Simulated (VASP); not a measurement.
Crystal: Ca3WN4.

```
Ca W N
1.0
     5.02145    0.00000    0.00000
     0.00000    5.02145    0.00000
     0.00000    0.00000    5.02145
Ca W N
3 1 4
Direct
  0.50000 0.00000 0.00000
  0.00000 0.50000 0.00000
  0.00000 0.00000 0.50000
  0.50000 0.50000 0.50000
  0.00000 0.50000 0.50000
  0.50000 0.00000 0.50000
  0.50000 0.50000 0.00000
  0.00000 0.00000 0.00000
```

The cell was generated, and may not be a known phase.

```yaml
Program: VASP 6.6.1
Task: relaxation of cell and atoms
Functional: PBE
Potentials_or_basis: VASP PAW PBE potentials, release 64 (Ca_sv, W_sv, N)
Cutoff: 600 eV
k_mesh: 4 × 4 × 4
Occupations: gaussian, width 0.1 eV
Spin: no spin polarisation
```

At the start: pressure -20.5 GPa; volume 15.83 Å³/atom.

Problem. Where does the relaxation end?

Solution. Over 3 steps the energy falls by 245.6 meV/atom and the volume is 12.70 Å³/atom (-19.8 %); space group Pm-3m (No. 221, to 0.1 Å) before and after.

The path:
```csv
step,energy change (eV),largest force (eV/Å),pressure (GPa),volume (Å³)
1,0.0000,0.0000,-20.49,126.62
2,-1.5727,0.0000,16.05,93.04
3,-1.9648,0.0000,-0.11,101.58
```

Final structure:
```yaml
crystal:
  lattice:
    - [4.66588, 0.00000, 0.00000]
    - [0.00000, 4.66588, 0.00000]
    - [0.00000, 0.00000, 4.66588]
  atoms:
    - { symbol: Ca, position: [0.50000, 0.00000, 0.00000] }
    - { symbol: Ca, position: [0.00000, 0.50000, 0.00000] }
    - { symbol: Ca, position: [0.00000, 0.00000, 0.50000] }
    - { symbol: W, position: [0.50000, 0.50000, 0.50000] }
    - { symbol: N, position: [0.00000, 0.50000, 0.50000] }
    - { symbol: N, position: [0.50000, 0.00000, 0.50000] }
    - { symbol: N, position: [0.50000, 0.50000, 0.00000] }
    - { symbol: N, position: [0.00000, 0.00000, 0.00000] }
```

Caveat: the volume moved by over 15 % at a fixed basis, so the end points are rough.
